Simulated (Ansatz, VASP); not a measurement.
# Two plane-wave programs on Co

```
CELL_PARAMETERS angstrom
2.49371 0.00000 0.00000
-1.24686 2.15962 0.00000
0.00000 0.00000 4.03009
ATOMIC_POSITIONS crystal
Co 0.33333 0.66667 0.25000
Co 0.66667 0.33333 0.75000
```

Alike in both runs: task single point; functional PBE; k mesh 20 × 20 × 12; occupations gaussian, width 0.05 eV; collinear spin.

```csv
,VASP,Ansatz
version,VASP 6.6.1,Ansatz 0.2.0
potentials or method,"VASP PAW PBE potentials, release 64 (Co), cutoff 520 eV","scalar-relativistic, plane waves, PAW"
valence electrons in the cell,18,34
```

Ansatz gave:

```
gap on the k mesh at the Fermi level (eV)                     : none
pressure (GPa)                                                : -6.7
traceless stress, the component that is largest in VASP (GPa) : 0.26
net moment per atom (μB)                                      : 0.00
size of the moment on the site where the two differ most (μB) : 0.93
```

Task: Estimate VASP's values.

Result: gap on the k mesh at the Fermi level (eV): none; pressure (GPa): -7.2; traceless stress, the component that is largest in VASP (GPa): 0.20; net moment per atom (μB): 0.00; size of the moment on the site where the two differ most (μB): 0.93.

Site moments also hang on the region over which each program counts them. A gap of «none» marks a metal or a gap that the smearing closes. VASP's potentials hold 18 valence electrons a cell and Ansatz's 34, so a difference there can come from the potentials and not from the codes. Ansatz's warnings: negative dielectric reading.
